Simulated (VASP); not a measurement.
Set up this calculation in VASP 6.6.1, as the native input.

```
Task                   : electric field gradients
Functional             : PBE
Potentials or basis    : VASP PAW PBE potentials, release 64 (Ba_sv, Ti_sv, O)
Cutoff                 : 520 eV
k mesh                 : 7 × 7 × 7
Occupations            : fermi-dirac, width 0.03 eV
Spin                   : no spin polarisation
Dipole correction      : no
Further INCAR settings : ALGO = Normal; EDIFF = 1e-08; NBANDS = 28
```

The structure of BaTiO3 lies in POSCAR:

```
BaTiO3
1.0
    3.9998000000      0.0000000000      0.0000000000
    0.0000000000      3.9998000000      0.0000000000
    0.0000000000      0.0000000000      4.0581800000
Ba Ti O
1 1 3
Direct
    0.0000000000      0.0000000000      0.0000000000
    0.5000000000      0.5000000000      0.5000000000
    0.5000000000      0.5000000000      0.0000000000
    0.5000000000      0.0000000000      0.5000000000
    0.0000000000      0.5000000000      0.5000000000
```

This cell differs from its parent crystal: zz strain of +1 %.

These files were run (other wordings do the same):

INCAR

```
SYSTEM = BaTiO3
PREC = Accurate ; ENCUT = 520
EDIFF = 1E-8 ; ISMEAR = -1
SIGMA = 0.03 ; LREAL = .FALSE.
LASPH = .TRUE. ; NELM = 60
ALGO = Normal ; ISIF = 2
LWAVE = .FALSE. ; LCHARG = .FALSE.
GGA = PE ; LEFG = .TRUE.
NBANDS = 28
```

KPOINTS

```
regular mesh
0
G
  7 7 7
  0 0 0
```

Potentials or basis: VASP PAW PBE potentials, release 64 (Ba_sv, Ti_sv, O).

The run is started by

```sh
$ cat potpaw_PBE.64/Ba_sv/POTCAR potpaw_PBE.64/Ti_sv/POTCAR potpaw_PBE.64/O/POTCAR > POTCAR
$ mpirun -np 1 vasp_std > vasp.out
```

It gave:

```json
{
  "Pressure": "1.8 GPa",
  "Band gap on the k mesh": "1.77 eV (least direct gap 1.86 eV)",
  "Largest electric field gradient by atom": "Ba +2.7; Ti +12.3; O +30.4, +23.7 (each value once) V/Å²"
}
```

Caveat: the cell differs from its parent crystal (zz strain of +1 %); without QUAD_EFG the Cq values of the log hold for a quadrupole moment of 1 mb, not for the nuclei; spin-orbit coupling is left out, which moves the levels of the heavy elements; an odd mesh through Γ misses points on the zone boundary, where band edges can lie.

Run time: 86 s on 1 thread of Intel(R) Xeon(R) Platinum 8259CL CPU @ 2.50GHz (Skylake/Cascade Lake), on a shared host, peak memory 0.21 GiB.
